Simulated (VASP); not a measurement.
Set up this calculation in VASP 6.6.1, as the native input.

- Task: single point
- Functional: PBE
- Potentials or basis: VASP PAW PBE potentials, release 64 (Cd, Se)
- Cutoff: 520 eV
- k mesh: 14 × 14 × 14
- Occupations: fermi-dirac, width 0.05 eV
- Spin: no spin polarisation
- Dipole correction: no
- Further INCAR settings: ALGO = Normal; EDIFF = 1e-06; NBANDS = 16

The structure of CdSe (rocksalt type) lies in POSCAR:

```
CdSe
1.0
    0.0000000000      2.5481570066      2.5481570066
    2.5481570066      0.0000000000      2.5481570066
    2.5481570066      2.5481570066      0.0000000000
Cd Se
1 1
Direct
    0.0000000000      0.0000000000      0.0000000000
    0.5000000000      0.5000000000      0.5000000000
```

The input as run:

INCAR

```
SYSTEM = CdSe
PREC = Accurate
ENCUT = 520
EDIFF = 1E-6
ISMEAR = -1
SIGMA = 0.05
LREAL = .False.
LASPH = .True.
NELM = 60
ALGO = Normal
ISIF = 2
LWAVE = .False.
LCHARG = .True.
GGA = PE
LELF = .True.
LVHAR = .True.
NBANDS = 16
```

KPOINTS

```
Automatic mesh
0
Gamma
  14 14 14
  0 0 0
```

Potentials or basis: VASP PAW PBE potentials, release 64 (Cd, Se).

Command:

```bash
$ cat potpaw_PBE.64/Cd/POTCAR potpaw_PBE.64/Se/POTCAR > POTCAR
$ mpirun -np 1 vasp_std > vasp.out
```

It gave:

| Property | Result |
| --- | --- |
| Pressure | 51.8 GPa |
| Band gap on the k mesh | zero (bands 9 and 10 overlap by 0.71 eV) |

Caveat: the cell stands under pressure; semilocal functionals underestimate gaps, so a narrow gap can read as zero.

Run time: 86 s on 1 thread of Intel Xeon 8259CL, with other jobs on the host, peak memory 0.2 GiB.
